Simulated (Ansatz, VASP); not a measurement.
KCl: VASP beside Ansatz

```
K Cl
1.0
     0.00000    3.14187    3.14187
     3.14187    0.00000    3.14187
     3.14187    3.14187    0.00000
K Cl
1 1
Direct
  0.00000 0.00000 0.00000
  0.50000 0.50000 0.50000
```

Alike in both runs: task single point; functional PBE; k mesh 6 × 6 × 6; occupations gaussian, width 0.1 eV; no spin polarisation.

```csv
,VASP,Ansatz
version,VASP 6.6.1,Ansatz 0.2.0
potentials or method,"VASP PAW PBE potentials, release 64 (K_sv, Cl), cutoff 500 eV","scalar-relativistic, plane waves, PAW"
valence electrons in the cell,16,16
```

```tsv
	VASP	Ansatz	Ansatz less VASP
gap on the k mesh at the Fermi level (eV)	5.20	5.20	+0.003
least direct gap on the mesh (eV)	5.20	5.20	+0.003
pressure (GPa)	0.9	0.8	-0.02
```

The functional is the same, so the differences come from potentials, cutoffs and numerics.
